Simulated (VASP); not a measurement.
# AgI (P6_3mc) in VASP: a series of runs, part 2 of 2

VASP 6.6.1. Earlier steps stand in the parts before.

## (3) Single point, LDA

INCAR

```
PREC = Accurate ; ENCUT = 500
EDIFF = 1E-6 ; ISMEAR = 0
SIGMA = 0.01 ; LREAL = False
LASPH = True ; NELM = 120
ALGO = Normal ; ISIF = 2
LWAVE = False ; LCHARG = False
NBANDS = 26 ; GGA_COMPAT = False
```

KPOINTS

```
Automatic mesh
0
Gamma
  6 6 4
```

POSCAR

```
AgI
1.0
    4.6512919221      0.0000000000      0.0000000000
   -2.3256459611      4.0281369650      0.0000000000
    0.0000000000      0.0000000000      7.5978539869
Ag I
2 2
Direct
    0.3333333333      0.6666666667      0.0024013965
    0.6666666667      0.3333333333      0.5024013965
    0.3333333333      0.6666666667      0.3774986035
    0.6666666667      0.3333333333      0.8774986035
```

Potentials or basis: VASP PAW LDA potentials, release 64 (Ag, I).

The run is started by

```bash
cat potpaw_LDA.64/Ag/POTCAR potpaw_LDA.64/I/POTCAR > POTCAR
mpirun -np 1 vasp_std > vasp.out
```

OUTCAR:

```text
PREC = Accurate
   ENCUT = 500
   EDIFF = 1E-6
   ISMEAR = 0
   LREAL = False
   LASPH = True
   NELM = 120
   ISIF = 2

 ion  position               nearest neighbor table
   1  0.333  0.667  0.002-   4 2.85   4 2.85   4 2.85   3 2.85
   2  0.667  0.333  0.502-   3 2.85   3 2.85   3 2.85   4 2.85
   3  0.333  0.667  0.377-   2 2.85   2 2.85   2 2.85   1 2.85
   4  0.667  0.333  0.877-   1 2.85   1 2.85   1 2.85   2 2.85

  LATTYP: Found a hexagonal cell.
 ALAT       =     4.6512919221
 C/A-ratio  =     1.6334932561

  Lattice vectors:

 A1 = (   4.6512919221,   0.0000000000,   0.0000000000)
 A2 = (  -2.3256459611,   4.0281369650,   0.0000000000)
 A3 = (   0.0000000000,   0.0000000000,   7.5978539869)

Analysis of symmetry for initial positions (statically):
=====================================================================
 Subroutine PRICEL returns:
 Original cell was already a primitive cell.

 Routine SETGRP: Setting up the symmetry group for a
 hexagonal supercell.

 Subroutine GETGRP returns: Found 12 space group operations
 (whereof  6 operations were pure point group operations)
 out of a pool of 24 trial point group operations.

The static configuration has the point symmetry C_3v.
 The point group associated with its full space group is C_6v.

Analysis of symmetry for dynamics (positions and initial velocities):
=====================================================================
 Subroutine PRICEL returns:
 Original cell was already a primitive cell.

 Routine SETGRP: Setting up the symmetry group for a
 hexagonal supercell.

 Subroutine GETGRP returns: Found 12 space group operations
 (whereof  6 operations were pure point group operations)
[... 117 lines left out ...]
   EFERMI =   0.00;   METHOD = LEGACY
   ISMEAR =     0;   SIGMA  =   0.01  broadening in eV -4-tet -1-fermi 0-gaus
   EFERMI_NEDOS =   21; number of points for ismear=-14 and -15
   IALGO  =     38    algorithm
   IMIX   =      4    mixing-type and parameters
     AMIX     =   0.40;   BMIX     =  1.00
     AMIX_MAG =   1.60;   BMIX_MAG =  1.00
  volume/ion in A,a.u.               =      35.59       240.16
  Fermi-wavevector in a.u.,A,eV,Ry     =   1.035268  1.956373 14.582447  1.071780
  Thomas-Fermi vector in A             =   2.169603
   LORBIT       =      0    0 simple, 1 ext, 2 COOP (PROOUT), +10 PAW based schemes
   GGA     = CA    functional components
   LHFCALC =     F    Hartree Fock is set to
   AEXX    =    0.0000 exact exchange contribution
   IVDW    =     0    specifies the selected vdW correction
   LEPSILON=     F    determine dielectric tensor
   LRPA    =     F    only Hartree local field effects (RPA)
 non-spin polarized calculation
 Gauss-broadening in eV      SIGMA  =   0.01
  energy-cutoff  :      500.00
  volume of cell :      142.35
 maximum number of plane-waves:      3657
 NGX is ok and might be reduce to    36
   NGX = 17   NGY = 17   NGZ = 27

 number of electron      36.0000004 magnetization

 Free energy of the ion-electron system (eV)
  ---------------------------------------------------
  ext. energy  EPLUGINS =         0.00000000
  ---------------------------------------------------
  free energy    TOTEN  =       -12.08002550 eV

  energy without entropy =      -12.08002550  energy(sigma->0) =      -12.08002550

 E-fermi :   2.5857     XC(G=0):  -8.6790

 val. band max:        2.4826510659   @ k =   0.0000   0.0000   0.0000
 cond. band min:       3.5983232903   @ k =   0.0000   0.0000   0.0000
 fundamental gap:      1.1156722244
 Fermi energy:         2.5856708409

 k-point     1 :       0.0000    0.0000    0.0000
  band No.  band energies     occupation
      1     -10.1690      2.00000
      2      -9.9028      2.00000
      3      -1.5325      2.00000
      4      -1.5312      2.00000
      5      -1.5312      2.00000
      6      -1.4722      2.00000
[... 598 lines left out ...]
     25      10.5316      0.00000
     26      10.5316      0.00000

------------------------ aborting loop because EDIFF is reached ----------------------------------------

  FORCE on cell =-STRESS in cart. coord.  units (eV):
  Direction    XX          YY          ZZ          XY          YZ          ZX
  --------------------------------------------------------------------------------------
  -------------------------------------------------------------------------------------
  Total       -2.9472404     -2.9472404     -2.9551315      0.0000000     -0.0000000      0.0000000
  in kB      -33.1709087    -33.1709087    -33.2597228      0.0000000     -0.0000000      0.0000000
  external PRESSURE =     -33.2005134 kB  Pullay stress =       0.0000000 kB

 VOLUME and BASIS-vectors are now :
 -----------------------------------------------------------------------------
  energy-cutoff  :      500.00
  volume of cell :      142.35
      direct lattice vectors                 reciprocal lattice vectors
     4.651291922  0.000000000  0.000000000     0.214994031  0.124126862  0.000000000
    -2.325645961  4.028136965  0.000000000     0.000000000  0.248253723  0.000000000
     0.000000000  0.000000000  7.597853987     0.000000000  0.000000000  0.131616112

 POSITION                                       TOTAL-FORCE (eV/Angst)
 -----------------------------------------------------------------------------------
     -0.00000      2.68542      0.01825        -0.000000     -0.000000     -0.005516
      2.32565      1.34271      3.81717         0.000000     -0.000000     -0.005516
     -0.00000      2.68542      2.86818         0.000000     -0.000000      0.005516
      2.32565      1.34271      6.66711        -0.000000      0.000000      0.005516
 -----------------------------------------------------------------------------------
    total drift:                               -0.000000      0.000000      0.000517

  FREE ENERGIE OF THE ION-ELECTRON SYSTEM (eV)
  ---------------------------------------------------
  free  energy   TOTEN  =       -12.0800255043 eV

  energy  without entropy=      -12.0800255043  energy(sigma->0) =      -12.08002550
```

Wall time 89 s (1 thread of Intel Xeon Platinum 8375C at 2.90GHz (Ice Lake), shared host); peak memory 0.24 GiB.

Results:

| Property | Result |
| --- | --- |
| Free energy | -12.0800 eV |
| Pressure | -3.3 GPa |
| Largest force | 0.006 eV/Å |
| Band gap on the k mesh | 1.12 eV |

Forces in eV/Å, atoms in the order of the input:
```
Ag   0.000  0.000 -0.006
Ag   0.000  0.000 -0.006
I    0.000  0.000  0.006
I    0.000  0.000  0.006
```

Levels at points of the mesh, in eV from the valence-band top:
```
           k point  band 14  band 15  band 16  band 17  band 18  band 19  band 20  band 21  band 22  band 23
(0.00, 0.00, 0.00)    -0.67    -0.67    -0.06     0.00     0.00     1.12     2.46     5.68     5.68     5.85
(0.50, 0.00, 0.00)    -2.54    -2.11    -1.69    -0.99    -0.68     3.15     3.46     4.69     5.65     6.17
(0.00, 0.00, 0.50)    -1.66    -0.35    -0.35    -0.35    -0.35     2.44     2.44     5.46     5.46     5.98
(0.50, 0.00, 0.50)    -2.71    -1.18    -1.18    -1.17    -1.17     3.10     3.10     4.76     4.76     7.07
```

Caveat: the cell stands under tension; spin-orbit coupling is left out, which moves the levels of the heavy elements.
